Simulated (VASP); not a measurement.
# Re (I4/mmm) in VASP: further runs

Runs on Re. Level: r2SCAN. Tasks: single point.

All numbers are computed with VASP 6.6.1; they aren't measurements. Logs are shortened: lines on timing, memory, paths and dates and some standing lists are left out, and cuts for length are marked.

## Step 1: The cell of the first run

The structure is tetragonal, space group I4/mmm (No. 139). The conventional cell has a = 2.793 Å, b = 2.793 Å, c = 3.871 Å, α = 90.00°, β = 90.00°, γ = 90.00°. Within 3.6 Å of Re (site symmetry 4/mmm) lie 12 Re at 2.77 to 2.79 Å.

## Step 2: Single point, r2SCAN (strain -0.0200 x Voigt [0, 1, 0, 0, 0, 0])

File POSCAR:

```
Re
1.0
    0.0000000000      1.9355000000      1.9750000000
    1.9750000000      0.0000000000      1.9750000000
    1.9750000000      1.9355000000      0.0000000000
Re
1
Direct
    0.0000000000      0.0000000000      0.0000000000
```

File INCAR.step1:

```
ALGO     = Normal         # electronic algorithm
EDIFF    = 1E-4           # SCF threshold, eV
ENCUT    = 520            # plane-wave cutoff, eV
GGA      = PE             # functional
ISMEAR   = 0              # smearing method
LASPH    = True           # aspherical terms in the spheres
LCHARG   = False          # write CHGCAR
LREAL    = False          # projectors in reciprocal space
LWAVE    = True           # write WAVECAR
NBANDS   = 10             # bands
NELM     = 100            # most SCF steps
PREC     = Accurate       # precision mode
SIGMA    = 0.15           # smearing width, eV
```

File INCAR.step2:

```
ALGO     = Normal         # electronic algorithm
EDIFF    = 1E-7           # SCF threshold, eV
ENCUT    = 520            # plane-wave cutoff, eV
ISIF     = 2              # what is computed and relaxed
ISMEAR   = 0              # smearing method
ISTART   = 1            
LASPH    = True           # aspherical terms in the spheres
LCHARG   = True           # write CHGCAR
LELF     = True           # ELF
LMIXTAU  = True         
LREAL    = False          # projectors in reciprocal space
LVHAR    = True         
LWAVE    = False          # write WAVECAR
METAGGA  = R2SCAN         # meta-GGA
NBANDS   = 10             # bands
NELM     = 100            # most SCF steps
PREC     = Accurate       # precision mode
SIGMA    = 0.15           # smearing width, eV
```

File KPOINTS:

```
k-points
0
Gamma
  20 20 20
```

Potentials or basis: VASP PAW PBE potentials, release 64 (Re).

On the command line:

```sh
$ cat potpaw_PBE.64/Re/POTCAR > POTCAR
$ cp INCAR.step1 INCAR
$ mpirun -np 1 vasp_std > vasp.out
$ cp INCAR.step2 INCAR
$ mpirun -np 1 vasp_std > vasp.out
```

OUTCAR:

```text
EDIFF = 1E-7
   ENCUT = 520
   ISIF = 2
   ISMEAR = 0
   ISTART = 1
   LASPH = True
   LREAL = False
   METAGGA = R2SCAN
   NELM = 100
   PREC = Accurate

 ion  position               nearest neighbor table
   1  0.000  0.000  0.000-

  LATTYP: Found a body centered tetragonal cell.
 ALAT       =     2.7930717857
 C/A-ratio  =     1.3859292911

  Lattice vectors:

 A1 = (   0.0000000000,  -1.9355000000,   1.9750000000)
 A2 = (   0.0000000000,  -1.9355000000,  -1.9750000000)
 A3 = (   1.9750000000,   1.9355000000,   0.0000000000)

Analysis of symmetry for initial positions (statically):
=====================================================================
 Subroutine PRICEL returns:
 Original cell was already a primitive cell.

 Routine SETGRP: Setting up the symmetry group for a
 body centered tetragonal supercell.

 Subroutine GETGRP returns: Found 16 space group operations
 (whereof 16 operations were pure point group operations)
 out of a pool of 16 trial point group operations.

The static configuration has the point symmetry D_4h.

Analysis of symmetry for dynamics (positions and initial velocities):
=====================================================================
 Subroutine PRICEL returns:
 Original cell was already a primitive cell.

 Routine SETGRP: Setting up the symmetry group for a
 body centered tetragonal supercell.

 Subroutine GETGRP returns: Found 16 space group operations
 (whereof 16 operations were pure point group operations)
 out of a pool of 16 trial point group operations.

The dynamic configuration has the point symmetry D_4h.

 Subroutine INISYM returns: Found 16 space group operations
 (whereof 16 operations are pure point group operations),
 and found     1 'primitive' translations

----------------------------------------------------------------------------------------

                                     Primitive cell

  volume of cell :      15.0993

  direct lattice vectors                    reciprocal lattice vectors
     0.000000000  1.935500000  1.975000000    -0.253164557  0.258331181  0.253164557
     1.975000000  0.000000000  1.975000000     0.253164557 -0.258331181  0.253164557
     1.975000000  1.935500000  0.000000000     0.253164557  0.258331181 -0.253164557

  length of vectors
     2.765282128  2.793071786  2.765282128     0.441496981  0.441496981  0.441496981

  position of ions in fractional coordinates (direct lattice)
     0.000000000  0.000000000  0.000000000

  ion indices of the primitive-cell ions
   primitive index   ion index
[... 73 lines left out ...]
   EDIFF  = 0.1E-06   stopping-criterion for ELM
   LREAL  =      F    real-space projection
   EDIFFG = 0.1E-05   stopping-criterion for IOM
   NSW    =      0    number of steps for IOM
   IBRION =     -1    ionic relax: 0-MD 1-quasi-New 2-CG
   NFREE  =      0    steps in history (QN), initial steepest desc. (CG)
   ISIF   =      2    stress and relaxation
   ISYM   =      2    0-nonsym 1-usesym 2-fastsym
   POTIM  = 0.5000    time-step for ionic-motion
   TEBEG  =    0.0;   TEEND  =   0.0 temperature during run
   PSTRESS=    0.0 pullay stress
   NELECT =       7.0000    total number of electrons
   NUPDOWN=      -1.0000    fix difference up-down
   EMIN   =  10.00;   EMAX   =-10.00  energy-range for DOS
   EFERMI =   0.00;   METHOD = LEGACY
   ISMEAR =     0;   SIGMA  =   0.15  broadening in eV -4-tet -1-fermi 0-gaus
   EFERMI_NEDOS =   21; number of points for ismear=-14 and -15
   IALGO  =     38    algorithm
   IMIX   =      4    mixing-type and parameters
     AMIX     =   0.40;   BMIX     =  1.00
     AMIX_MAG =   1.60;   BMIX_MAG =  1.00
  volume/ion in A,a.u.               =      15.10       101.90
  Fermi-wavevector in a.u.,A,eV,Ry     =   1.267034  2.394348 21.842467  1.605376
  Thomas-Fermi vector in A             =   2.400204
   LORBIT       =      0    0 simple, 1 ext, 2 COOP (PROOUT), +10 PAW based schemes
   METAGGA = R2SCAN    functional components
   LHFCALC =     F    Hartree Fock is set to
   AEXX    =    0.0000 exact exchange contribution
   IVDW    =     0    specifies the selected vdW correction
   LEPSILON=     F    determine dielectric tensor
   LRPA    =     F    only Hartree local field effects (RPA)
 non-spin polarized calculation
 Gauss-broadening in eV      SIGMA  =   0.15
  energy-cutoff  :      520.00
  volume of cell :       15.10
 maximum number of plane-waves:       423
 NGX is ok and might be reduce to    24
   NGX = 11   NGY = 11   NGZ = 11

 number of electron       7.0000000 magnetization

 Free energy of the ion-electron system (eV)
  ---------------------------------------------------
  ext. energy  EPLUGINS =         0.00000000
  ---------------------------------------------------
  free energy    TOTEN  =       -52.38363315 eV

  energy without entropy =      -52.37480313  energy(sigma->0) =      -52.37921814

 E-fermi :   7.6949     XC(G=0): -14.8332

 val. band max:        7.6936133858   @ k =   0.3000  -0.4000   0.2000
 cond. band min:       7.6960308006   @ k =   0.2500  -0.2000   0.1500
 fundamental gap:      0.0024174148
 Fermi energy:         7.6948583890

 k-point     1 :       0.0000    0.0000    0.0000
  band No.  band energies     occupation
      1      -2.7985      2.00000
      2       5.6108      2.00000
      3       5.6108      2.00000
      4       5.9148      2.00000
      5       8.7847      0.00000
      6       9.1849      0.00000
      7      22.1560      0.00000
      8      27.8563      0.00000
      9      27.8563      0.00000
     10      28.6064      0.00000
[... 287 lines left out ...]
 k-point    24 :      -0.3500    0.0500    0.0000
  band No.  band energies     occupation
      1       0.6365      2.00000
      2       5.6092      2.00000
      3       5.8505      2.00000
      4       6.0243      2.00000
      5      10.0981      0.00000
      6      11.0327      0.00000
      7      19.7836      0.00000
      8      23.4563      0.00000
      9      29.6138      0.00000
     10      31.4041      0.00000

 [... further k-points ...]
[... 5 lines left out ...]
  --------------------------------------------------------------------------------------
  -------------------------------------------------------------------------------------
  Total       -1.0002129     -0.4828380     -1.0002129      0.0000000     -0.0000000      0.0000000
  in kB     -106.1318305    -51.2335758   -106.1318305      0.0000000     -0.0000000      0.0000000
  external PRESSURE =     -87.8324123 kB  Pullay stress =       0.0000000 kB

 VOLUME and BASIS-vectors are now :
 -----------------------------------------------------------------------------
  energy-cutoff  :      520.00
  volume of cell :       15.10
      direct lattice vectors                 reciprocal lattice vectors
     0.000000000  1.935500000  1.975000000    -0.253164557  0.258331181  0.253164557
     1.975000000  0.000000000  1.975000000     0.253164557 -0.258331181  0.253164557
     1.975000000  1.935500000  0.000000000     0.253164557  0.258331181 -0.253164557

 POSITION                                       TOTAL-FORCE (eV/Angst)
 -----------------------------------------------------------------------------------
      0.00000      0.00000      0.00000         0.000000      0.000000      0.000000
 -----------------------------------------------------------------------------------
    total drift:                               -0.000000     -0.000000     -0.000000

  FREE ENERGIE OF THE ION-ELECTRON SYSTEM (eV)
  ---------------------------------------------------
  free  energy   TOTEN  =       -52.3836331457 eV

  energy  without entropy=      -52.3748031296  energy(sigma->0) =      -52.37921814
```

OSZICAR.step1:

```text
N       E                     dE             d eps       ncg     rms          rms(c)
DAV:   1     0.533814696443E+01    0.53381E+01   -0.34310E+03 20096   0.774E+02
DAV:   2    -0.126863531323E+02   -0.18025E+02   -0.16698E+02 19746   0.164E+02
DAV:   3    -0.130805977117E+02   -0.39424E+00   -0.37745E+00 20988   0.409E+01
DAV:   4    -0.130828011189E+02   -0.22034E-02   -0.22015E-02 20886   0.147E+00
DAV:   5    -0.130828052818E+02   -0.41629E-05   -0.41629E-05 17366   0.315E-02    0.287E+01
DAV:   6    -0.125514566386E+02    0.53135E+00   -0.44772E-01 20214   0.180E+01    0.114E+01
DAV:   7    -0.123700199197E+02    0.18144E+00   -0.33618E-01 20420   0.148E+01    0.855E-01
DAV:   8    -0.123638998832E+02    0.61200E-02   -0.34604E-03 19214   0.541E-01    0.173E-01
DAV:   9    -0.123635207727E+02    0.37911E-03   -0.35180E-04 17950   0.185E-01    0.199E-02
DAV:  10    -0.123635301692E+02   -0.93965E-05   -0.12218E-05  7896   0.277E-02
   1 F= -.12363530E+02 E0= -.12358679E+02  d E =-.970197E-02
```

Wall time 12 min (1 thread of Oxide Virtual Turin-like, shared host); peak memory 0.2 GiB.

Results:

* Free energy: -52.3836 eV
* Pressure: -8.8 GPa
* Band gap on the k mesh: zero (an odd number of electrons rules out a gap without spin polarisation)

Stress tensor (GPa, compression positive):
```
-10.61   0.00   0.00
  0.00  -5.12   0.00
  0.00   0.00 -10.61
```

Caveat: the cell differs from its parent crystal (strain -0.0200 x Voigt [0, 1, 0, 0, 0, 0]); the stress differs along the axes, from -11 to -5 GPa; the PAW data sets were made with another functional, which shifts forces and pressure a little; spin-orbit coupling is left out, which moves the levels of the heavy elements.

## Step 3: Single point, r2SCAN (strain -0.0150 x Voigt [0, 1, 0, 0, 0, 0])

File POSCAR:

```
Re
1.0
    0.0000000000      1.9453750000      1.9750000000
    1.9750000000      0.0000000000      1.9750000000
    1.9750000000      1.9453750000      0.0000000000
Re
1
Direct
    0.0000000000      0.0000000000      0.0000000000
```

File INCAR.step1:

```
SYSTEM = Re
ALGO = Normal
EDIFF = 1E-4
ENCUT = 520
GGA = PE
ISMEAR = 0
LASPH = .TRUE.
LCHARG = .FALSE.
LREAL = .FALSE.
LWAVE = .TRUE.
NBANDS = 10
NELM = 100
PREC = Accurate
SIGMA = 0.15
```

File INCAR.step2:

```
SYSTEM = Re
ALGO = Normal
EDIFF = 1E-7
ENCUT = 520
ISIF = 2
ISMEAR = 0
ISTART = 1
LASPH = .TRUE.
LCHARG = .TRUE.
LELF = .TRUE.
LMIXTAU = .TRUE.
LREAL = .FALSE.
LVHAR = .TRUE.
LWAVE = .FALSE.
METAGGA = R2SCAN
NBANDS = 10
NELM = 100
PREC = Accurate
SIGMA = 0.15
```

File KPOINTS:

```
k-points
0
G
  20 20 20
  0 0 0
```

Potentials or basis: VASP PAW PBE potentials, release 64 (Re).

On the command line:

```sh
$ cat potpaw_PBE.64/Re/POTCAR > POTCAR
$ cp INCAR.step1 INCAR
$ mpirun -np 1 vasp_std > vasp.out
$ cp INCAR.step2 INCAR
$ mpirun -np 1 vasp_std > vasp.out
```

Run time: 12 min. Hardware: 1 thread of Oxide Virtual Turin-like, shared host; peak memory 0.2 GiB.

The run converged. Its results:

```yaml
Free_energy: -52.3806 eV
Pressure: -10.6 GPa
Band_gap_on_the_k_mesh: zero (an odd number of electrons rules out a gap without spin polarisation)
```

Stress tensor (GPa, compression positive):
```
-11.95   0.00   0.00
  0.00  -7.87   0.00
  0.00   0.00 -11.95
```

Levels at points of the mesh, in eV from the Fermi level:
```tsv
k point	band 1	band 2	band 3	band 4	band 5	band 6	band 7	band 8	band 9
(0.00, 0.00, 0.00)	-10.46	-2.05	-2.05	-1.82	1.13	1.43	14.45	20.19	20.19
(0.50, 0.00, 0.00)	-7.03	-2.24	-2.00	0.02	3.67	3.80	9.98	13.94	20.61
(0.50, 0.50, 0.00)	-6.88	-6.05	2.55	3.75	4.31	4.53	12.58	12.81	13.04
(0.50, 0.00, 0.50)	-6.86	-6.08	2.88	3.73	4.43	4.43	12.42	12.42	13.44
```

Caveat: the cell differs from its parent crystal (strain -0.0150 x Voigt [0, 1, 0, 0, 0, 0]); the cell stands under tension; the PAW data sets were made with another functional, which shifts forces and pressure a little; spin-orbit coupling is left out, which moves the levels of the heavy elements.

## Step 4: Single point, r2SCAN (strain -0.0100 x Voigt [0, 1, 0, 0, 0, 0])

File POSCAR:

```
Re
1.0
    0.0000000000      1.9552500000      1.9750000000
    1.9750000000      0.0000000000      1.9750000000
    1.9750000000      1.9552500000      0.0000000000
Re
1
Direct
    0.0000000000      0.0000000000      0.0000000000
```

File INCAR.step1:

```
SYSTEM = Re
PREC = Accurate ; ENCUT = 520
ISMEAR = 0 ; SIGMA = 0.15
LREAL = .False. ; LASPH = .True.
NELM = 80 ; NBANDS = 10
GGA = PE ; ALGO = Normal
EDIFF = 1E-4 ; LWAVE = .True.
LCHARG = .False.
```

File INCAR.step2:

```
SYSTEM = Re
PREC = Accurate ; ENCUT = 520
EDIFF = 1E-6 ; ISMEAR = 0
SIGMA = 0.15 ; LREAL = .False.
LASPH = .True. ; NELM = 80
ALGO = Normal ; ISIF = 2
LWAVE = .False. ; LCHARG = .False.
METAGGA = R2SCAN ; LMIXTAU = .True.
NBANDS = 10 ; ISTART = 1
```

File KPOINTS:

```
Automatic mesh
0
Gamma
  20 20 20
  0 0 0
```

On the command line:

```sh
$ cat potpaw_PBE.64/Re/POTCAR > POTCAR
$ cp INCAR.step1 INCAR
$ mpirun -np 1 vasp_std > vasp.out
$ cp INCAR.step2 INCAR
$ mpirun -np 1 vasp_std > vasp.out
```

Wall time 9.2 min (1 thread of Oxide Virtual Turin-like, shared host); peak memory 0.2 GiB.

It converged, with:

| Quantity | Value |
| --- | --- |
| Free energy | -52.3762 eV |
| Pressure | -12.3 GPa |
| Band gap on the k mesh | zero (an odd number of electrons rules out a gap without spin polarisation) |

Stress tensor (GPa, compression positive):
```
-13.24   0.00   0.00
  0.00 -10.54   0.00
  0.00   0.00 -13.24
```

Levels at points of the mesh, in eV from the Fermi level:
| k point | band 2 | band 3 | band 4 | band 5 | band 6 | band 7 |
| --- | --- | --- | --- | --- | --- | --- |
| (0.00, 0.00, 0.00) | -2.01 | -2.01 | -1.86 | 1.17 | 1.37 | 14.45 |
| (0.50, 0.00, 0.00) | -2.18 | -2.02 | 0.01 | 3.67 | 3.75 | 9.91 |
| (0.50, 0.50, 0.00) | -6.01 | 2.56 | 3.72 | 4.31 | 4.46 | 12.55 |
| (0.50, 0.00, 0.50) | -6.03 | 2.78 | 3.70 | 4.39 | 4.39 | 12.44 |

Caveat: the cell differs from its parent crystal (strain -0.0100 x Voigt [0, 1, 0, 0, 0, 0]); the cell stands under tension; the PAW data sets were made with another functional, which shifts forces and pressure a little; spin-orbit coupling is left out, which moves the levels of the heavy elements.

## Step 5: Summary

```tsv
cell	gap on the mesh (eV)	pressure (GPa)
a = 2.765, b = 2.793 Å, angles 59.7, 60.7, 59.7°, 1 atom	none	-8.8
a = 2.772, b = 2.793 Å, angles 59.8, 60.5, 59.8°, 1 atom	none	-10.6
a = 2.779, b = 2.793 Å, angles 59.8, 60.3, 59.8°, 1 atom	none	-12.3
```

Alike in all rows: task single point; level r2SCAN; potentials or basis VASP PAW PBE potentials, release 64 (Re); no spin polarisation; k mesh 20 × 20 × 20; cutoff (eV) 520; smearing gaussian 0.15 eV.

Caveats: the PAW data sets were made with another functional, which shifts forces and pressure a little; spin-orbit coupling is left out, which moves the levels of the heavy elements; the cell stands under tension (at least some runs); the stress differs along the axes, from -11 to -5 GPa (at least some runs).

Absolute energies hang on the potentials; compare differences alone.
